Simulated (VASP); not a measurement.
# TaSi2 (P6_422) in VASP: further runs

The runs below take TaSi2 through single point, with PBEsol.

All numbers are computed with VASP 6.6.1; they aren't measurements. Logs are shortened: lines on timing, memory, paths and dates and some standing lists are left out, and cuts for length are marked.

### 1 The cell of the first run

Symmetry: P6_422, No. 181, hexagonal system. Conventional cell: a = 4.618 Å, b = 4.618 Å, c = 6.359 Å, α = 90.00°, β = 90.00°, γ = 120.00°. Ta (site symmetry 222) has 10 Si at 2.52 to 2.73 Å and 4 Ta at 3.13 Å within 3.3 Å. Within 3.3 Å of Si (site symmetry 2) lie 9 Si at 2.47 to 3.21 Å and 5 Ta at 2.52 to 2.73 Å.

### 2 Single point, PBEsol (strain -0.030 along x and y, -0.030 along z)

File INCAR:

```
  ALGO = Normal
  EDIFF = 1E-6
  ENCUT = 520
  GGA = PS
  ISIF = 2
  ISMEAR = 0
  LASPH = T
  LCHARG = F
  LREAL = F
  LWAVE = F
  NBANDS = 38
  NELM = 80
  PREC = Accurate
  SIGMA = 0.15
```

File KPOINTS:

```
k-points
0
Gamma
  12 12 6
```

File POSCAR:

```
TaSi2
1.0
    4.6181605319      0.0000000000      0.0000000000
   -2.3090802659      3.9994443394      0.0000000000
    0.0000000000      0.0000000000      6.3594587496
Ta Si
3 6
Direct
    0.5000000000      0.0000000000      0.0000000000
    0.5000000000      0.5000000000      0.6666666667
    0.0000000000      0.5000000000      0.3333333333
    0.1592827538      0.3185655077      0.0000000000
    0.8407172462      0.1592827538      0.6666666667
    0.6814344923      0.8407172462      0.3333333333
    0.8407172462      0.6814344923      0.0000000000
    0.1592827538      0.8407172462      0.6666666667
    0.3185655077      0.1592827538      0.3333333333
```

Potentials or basis: VASP PAW PBE potentials, release 64 (Ta_pv, Si).

Command:

```console
> cat potpaw_PBE.64/Ta_pv/POTCAR potpaw_PBE.64/Si/POTCAR > POTCAR
> mpirun -np 1 vasp_std > vasp.out
```

OUTCAR:

```text
EDIFF = 1E-6
   ENCUT = 520
   GGA = PS
   ISIF = 2
   ISMEAR = 0
   LASPH = T
   LREAL = F
   NELM = 80
   PREC = Accurate

 ion  position               nearest neighbor table
   1  0.500  0.000  0.000-   6 2.52   9 2.52   8 2.52   5 2.52   4 2.64   7 2.64   7 2.64   4 2.64
                             4 2.73   7 2.73   2 3.13   2 3.13   3 3.13   3 3.13
   2  0.500  0.500  0.667-   4 2.52   7 2.52   6 2.52   9 2.52   5 2.64   8 2.64   8 2.64   5 2.64
                             8 2.73   5 2.73   1 3.13   1 3.13   3 3.13   3 3.13
   3  0.000  0.500  0.333-   4 2.52   7 2.52   5 2.52   8 2.52   9 2.64   6 2.64   9 2.64   6 2.64
                             6 2.73   9 2.73   1 3.13   1 3.13   2 3.13   2 3.13
   4  0.159  0.319  0.000-   5 2.47   9 2.47   3 2.52   2 2.52   7 2.55   1 2.64   1 2.64   1 2.73
                             7 2.73   7 2.73   8 3.06   6 3.06
   5  0.841  0.159  0.667-   4 2.47   6 2.47   1 2.52   3 2.52   8 2.55   2 2.64   2 2.64   2 2.73
                             8 2.73   8 2.73   7 3.06   9 3.06
   6  0.681  0.841  0.333-   7 2.47   5 2.47   1 2.52   2 2.52   9 2.55   3 2.64   3 2.64   3 2.73
                             9 2.73   9 2.73   4 3.06   8 3.06
   7  0.841  0.681  0.000-   8 2.47   6 2.47   3 2.52   2 2.52   4 2.55   1 2.64   1 2.64   1 2.73
                             4 2.73   4 2.73   5 3.06   9 3.06
   8  0.159  0.841  0.667-   7 2.47   9 2.47   1 2.52   3 2.52   5 2.55   2 2.64   2 2.64   2 2.73
                             5 2.73   5 2.73   4 3.06   6 3.06
   9  0.319  0.159  0.333-   4 2.47   8 2.47   1 2.52   2 2.52   6 2.55   3 2.64   3 2.64   3 2.73
                             6 2.73   6 2.73   7 3.06   5 3.06

  LATTYP: Found a hexagonal cell.
 ALAT       =     4.6181605319
 C/A-ratio  =     1.3770545016

  Lattice vectors:

 A1 = (   4.6181605319,   0.0000000000,   0.0000000000)
 A2 = (  -2.3090802659,   3.9994443394,   0.0000000000)
 A3 = (   0.0000000000,   0.0000000000,   6.3594587496)

Analysis of symmetry for initial positions (statically):
=====================================================================
 Subroutine PRICEL returns:
 Original cell was already a primitive cell.

 Routine SETGRP: Setting up the symmetry group for a
 hexagonal supercell.

 Subroutine GETGRP returns: Found 12 space group operations
 (whereof  4 operations were pure point group operations)
 out of a pool of 24 trial point group operations.

The static configuration has the point symmetry D_2 .
 The point group associated with its full space group is D_6 .

Analysis of symmetry for dynamics (positions and initial velocities):
=====================================================================
 Subroutine PRICEL returns:
 Original cell was already a primitive cell.

 Routine SETGRP: Setting up the symmetry group for a
 hexagonal supercell.

 Subroutine GETGRP returns: Found 12 space group operations
 (whereof  4 operations were pure point group operations)
 out of a pool of 24 trial point group operations.

The dynamic configuration has the point symmetry D_2 .
 The point group associated with its full space group is D_6 .

 Subroutine INISYM returns: Found 12 space group operations
 (whereof  4 operations are pure point group operations),
 and found     1 'primitive' translations

----------------------------------------------------------------------------------------

                                     Primitive cell

  volume of cell :     117.4597

  direct lattice vectors                    reciprocal lattice vectors
     4.618160532  0.000000000  0.000000000     0.216536431  0.125017367  0.000000000
    -2.309080266  3.999444339  0.000000000     0.000000000  0.250034734  0.000000000
     0.000000000  0.000000000  6.359458750     0.000000000  0.000000000  0.157246086

  length of vectors
     4.618160532  4.618160532  6.359458750     0.250034734  0.250034734  0.157246086

  position of ions in fractional coordinates (direct lattice)
     0.500000000  0.000000000  0.000000000
     0.500000000  0.500000000  0.666666667
     1.000000000  0.500000000  0.333333333
     0.159282754  0.318565508  0.000000000
     0.840717246  0.159282754  0.666666667
     0.681434492  0.840717246  0.333333333
     0.840717246  0.681434492  0.000000000
     0.159282754  0.840717246  0.666666667
     0.318565508  0.159282754  0.333333333

  ion indices of the primitive-cell ions
   primitive index   ion index
                 1           1
                 2           2
                 3           3
                 4           4
                 5           5
                 6           6
                 7           7
                 8           8
                 9           9

----------------------------------------------------------------------------------------

 KPOINTS: k-points

Automatic generation of k-mesh.
 Grid dimensions read from file:
 generate k-points for:   12   12    6

 Generating k-lattice:

  Cartesian coordinates                     Fractional coordinates (reciprocal lattice)
     0.018044703  0.010418114  0.000000000     0.083333333 -0.000000000  0.000000000
     0.000000000  0.020836228  0.000000000     0.000000000  0.083333333  0.000000000
     0.000000000  0.000000000  0.026207681     0.000000000  0.000000000  0.166666667

  Length of vectors
     0.020836228  0.020836228  0.026207681

  Shift w.r.t. Gamma in fractional coordinates (k-lattice)
     0.000000000  0.000000000  0.000000000

 Subroutine IBZKPT returns following result:
 ===========================================

 Found     76 irreducible k-points:

 Following reciprocal coordinates:
            Coordinates               Weight
  0.000000  0.000000  0.000000      1.000000
  0.083333  0.000000  0.000000      6.000000
  0.166667  0.000000  0.000000      6.000000
  0.250000  0.000000  0.000000      6.000000
  0.333333  0.000000  0.000000      6.000000
  0.416667  0.000000  0.000000      6.000000
[... 16 lines left out ...]
  0.250000  0.000000  0.166667     12.000000
  0.333333  0.000000  0.166667     12.000000
 [... further k-points ...]
   k-points           NKPTS =     76   k-points in BZ     NKDIM =     76   number of bands    NBANDS=     38
   number of dos      NEDOS =    301   number of ions     NIONS =      9
   total plane-waves  NPLWV =  62208
   dimension x,y,z NGX =    36 NGY =   36 NGZ =   48
   dimension x,y,z NGXF=    72 NGYF=   72 NGZF=   96
   ions per type =               3   6
   NGX,Y,Z   is equivalent  to a cutoff of  12.96, 12.96, 12.55 a.u.
   NGXF,Y,Z  is equivalent  to a cutoff of  25.92, 25.92, 25.10 a.u.
 SYSTEM =  unknown system
   PREC   = accura    normal or accurate (medium, high low for compatibility)
   ISTART =      0    job   : 0-new  1-cont  2-samecut
   ICHARG =      2    charge: 1-file 2-atom 10-const
   ISPIN  =      1    spin polarized calculation?
   LNONCOLLINEAR =      F non collinear calculations
   LSORBIT =      F    spin-orbit coupling
   LASPH  =      T    aspherical Exc in radial PAW
   ENCUT  =  520.0 eV  38.22 Ry    6.18 a.u.   8.59  8.59 11.82*2*pi/ulx,y,z
   NELM   =     80;   NELMIN=  2; NELMDL= -5     # of ELM steps
   EDIFF  = 0.1E-05   stopping-criterion for ELM
   LREAL  =      F    real-space projection
   EDIFFG = 0.1E-04   stopping-criterion for IOM
   NSW    =      0    number of steps for IOM
   IBRION =     -1    ionic relax: 0-MD 1-quasi-New 2-CG
   NFREE  =      0    steps in history (QN), initial steepest desc. (CG)
   ISIF   =      2    stress and relaxation
   ISYM   =      2    0-nonsym 1-usesym 2-fastsym
   POTIM  = 0.5000    time-step for ionic-motion
   TEBEG  =    0.0;   TEEND  =   0.0 temperature during run
   PSTRESS=    0.0 pullay stress
   NELECT =      57.0000    total number of electrons
   NUPDOWN=      -1.0000    fix difference up-down
   EMIN   =  10.00;   EMAX   =-10.00  energy-range for DOS
   EFERMI =   0.00;   METHOD = LEGACY
   ISMEAR =     0;   SIGMA  =   0.15  broadening in eV -4-tet -1-fermi 0-gaus
   EFERMI_NEDOS =   21; number of points for ismear=-14 and -15
   IALGO  =     38    algorithm
   IMIX   =      4    mixing-type and parameters
     AMIX     =   0.40;   BMIX     =  1.00
     AMIX_MAG =   1.60;   BMIX_MAG =  1.00
  volume/ion in A,a.u.               =      13.05        88.07
  Fermi-wavevector in a.u.,A,eV,Ry     =   1.286481  2.431097 22.518109  1.655034
  Thomas-Fermi vector in A             =   2.418553
   LORBIT       =      0    0 simple, 1 ext, 2 COOP (PROOUT), +10 PAW based schemes
   GGA     = PS    functional components
   LHFCALC =     F    Hartree Fock is set to
   AEXX    =    0.0000 exact exchange contribution
   IVDW    =     0    specifies the selected vdW correction
   LEPSILON=     F    determine dielectric tensor
   LRPA    =     F    only Hartree local field effects (RPA)
 non-spin polarized calculation
 Gauss-broadening in eV      SIGMA  =   0.15
  energy-cutoff  :      520.00
  volume of cell :      117.46
 maximum number of plane-waves:      3189
 NGX is ok and might be reduce to    36
   NGX = 17   NGY = 17   NGZ = 23

 number of electron      56.9999999 magnetization

 Free energy of the ion-electron system (eV)
  ---------------------------------------------------
  ext. energy  EPLUGINS =         0.00000000
  ---------------------------------------------------
  free energy    TOTEN  =       -76.62267621 eV

  energy without entropy =      -76.58585380  energy(sigma->0) =      -76.60426500

 E-fermi :  10.4598     XC(G=0): -12.6264

 val. band max:       10.4548350598   @ k =   0.3333   0.0833   0.3333
 cond. band min:      10.4728842169   @ k =   0.5000   0.0000   0.0000
 fundamental gap:      0.0180491572
 Fermi energy:        10.4597766147

 k-point     1 :       0.0000    0.0000    0.0000
  band No.  band energies     occupation
      1     -23.6218      2.00000
      2     -23.6218      2.00000
      3     -23.6050      2.00000
      4     -23.5255      2.00000
      5     -23.5255      2.00000
      6     -23.3823      2.00000
[... 30 lines left out ...]
     37      14.8354      0.00000
     38      15.1628      0.00000
[... 941 lines left out ...]
     37      14.8795      0.00000
     38      15.4166      0.00000

 [... further k-points ...]

------------------------ aborting loop because EDIFF is reached ----------------------------------------

  FORCE on cell =-STRESS in cart. coord.  units (eV):
  Direction    XX          YY          ZZ          XY          YZ          ZX
  --------------------------------------------------------------------------------------
  -------------------------------------------------------------------------------------
  Total       15.4683606     15.4683606     18.5137404      0.0000000      0.0000000      0.0000000
  in kB      210.9920218    210.9920218    252.5317075      0.0000000      0.0000000      0.0000000
  external PRESSURE =     224.8385837 kB  Pullay stress =       0.0000000 kB

 VOLUME and BASIS-vectors are now :
 -----------------------------------------------------------------------------
  energy-cutoff  :      520.00
  volume of cell :      117.46
      direct lattice vectors                 reciprocal lattice vectors
     4.618160532  0.000000000  0.000000000     0.216536431  0.125017367  0.000000000
    -2.309080266  3.999444339  0.000000000     0.000000000  0.250034734  0.000000000
     0.000000000  0.000000000  6.359458750     0.000000000  0.000000000  0.157246086

 POSITION                                       TOTAL-FORCE (eV/Angst)
 -----------------------------------------------------------------------------------
      2.30908      0.00000      0.00000         0.000000      0.000000     -0.000000
      1.15454      1.99972      4.23964         0.000000      0.000000     -0.000000
     -1.15454      1.99972      2.11982         0.000000      0.000000      0.000000
     -0.00000      1.27409      0.00000         0.000000      0.009473     -0.000000
      3.51477      0.63704      4.23964        -0.008203      0.004736     -0.000000
      1.20569      3.36240      2.11982        -0.008203     -0.004736     -0.000000
      2.30908      2.72536      0.00000        -0.000000     -0.009473     -0.000000
     -1.20569      3.36240      4.23964         0.008203     -0.004736     -0.000000
      1.10339      0.63704      2.11982         0.008203      0.004736      0.000000
 -----------------------------------------------------------------------------------
    total drift:                               -0.000000      0.000000     -0.000000

  FREE ENERGIE OF THE ION-ELECTRON SYSTEM (eV)
  ---------------------------------------------------
  free  energy   TOTEN  =       -76.6226762131 eV

  energy  without entropy=      -76.5858537958  energy(sigma->0) =      -76.60426500
```

It took 11 min on 1 thread of Intel Xeon 8259CL, shared host; peak memory 0.38 GiB.

Results:

```yaml
Free_energy: -76.6227 eV
Pressure: 22.5 GPa
Largest_force: 0.009 eV/Å
Band_gap_on_the_k_mesh: zero (an odd number of electrons rules out a gap without spin polarisation)
```

Forces in eV/Å, atoms in the order of the input:
```
Ta   0.000  0.000  0.000
Ta   0.000  0.000  0.000
Ta   0.000  0.000  0.000
Si   0.000  0.009  0.000
Si  -0.008  0.005  0.000
Si  -0.008 -0.005  0.000
Si   0.000 -0.009  0.000
Si   0.008 -0.005  0.000
Si   0.008  0.005  0.000
```

Caveat: the cell differs from its parent crystal (strain -0.030 along x and y, -0.030 along z); the cell stands under pressure; the PAW data sets were made with another functional, which shifts forces and pressure a little; spin-orbit coupling is left out, which moves the levels of the heavy elements; an odd number of electrons without spin polarisation forces a metal; a magnetic or distorted state may lie lower.

### 3 Single point, PBEsol (strain -0.030 along x and y, -0.015 along z)

File INCAR:

```
PREC = Accurate
ENCUT = 520
EDIFF = 1E-6
ISMEAR = 0
SIGMA = 0.15
LREAL = False
LASPH = True
NELM = 60
ALGO = Normal
ISIF = 2
LWAVE = False
LCHARG = False
GGA = PS
NBANDS = 38
```

File KPOINTS:

```
regular mesh
0
Gamma
  12 12 6
```

Edit POSCAR of step 2 so:

```diff
@@ -4,3 +4,3 @@
    -2.3090802659      3.9994443394      0.0000000000
-    0.0000000000      0.0000000000      6.3594587496
+    0.0000000000      0.0000000000      6.4578008952
 Ta Si
```

Potentials or basis: VASP PAW PBE potentials, release 64 (Ta_pv, Si).

Command:

```console
> cat potpaw_PBE.64/Ta_pv/POTCAR potpaw_PBE.64/Si/POTCAR > POTCAR
> mpirun -np 1 vasp_std > vasp.out
```

It took 9.6 min on 1 thread of Intel Xeon 8259CL, shared host; peak memory 0.38 GiB.

The run converged. Its results:

- Free energy: -76.8539 eV
- Pressure: 17.8 GPa
- Largest force: 0.078 eV/Å
- Band gap on the k mesh: zero (an odd number of electrons rules out a gap without spin polarisation)

Forces on the atoms (eV/Å):
```
Ta   0.000  0.000  0.000
Ta   0.000  0.000  0.000
Ta   0.000  0.000  0.000
Si   0.000  0.078  0.000
Si  -0.068  0.039  0.000
Si  -0.068 -0.039  0.000
Si   0.000 -0.078  0.000
Si   0.068 -0.039  0.000
Si   0.068  0.039  0.000
```

Stress tensor (GPa, compression positive):
```
18.87  0.00  0.00
 0.00 18.87  0.00
 0.00  0.00 15.65
```

Levels at points of the mesh, in eV from the Fermi level:
```tsv
k point	band 25	band 26	band 27	band 28	band 29	band 30	band 31	band 32	band 33	band 34
(0.00, 0.00, 0.00)	-2.52	-2.34	-2.33	-2.33	-1.39	0.65	3.22	3.22	3.97	4.00
(0.50, 0.00, 0.00)	-2.20	-1.18	-0.92	-0.21	0.00	0.90	1.38	1.91	2.09	2.44
(0.00, 0.00, 0.50)	-2.52	-1.84	-1.68	-1.68	1.05	1.05	3.10	3.10	3.53	3.71
(0.50, 0.00, 0.50)	-2.23	-2.21	-1.94	-0.76	-0.12	1.72	2.26	2.85	2.90	2.92
```

Caveat: the cell differs from its parent crystal (strain -0.030 along x and y, -0.015 along z); the cell stands under pressure; the PAW data sets were made with another functional, which shifts forces and pressure a little; spin-orbit coupling is left out, which moves the levels of the heavy elements; an odd number of electrons without spin polarisation forces a metal; a magnetic or distorted state may lie lower.
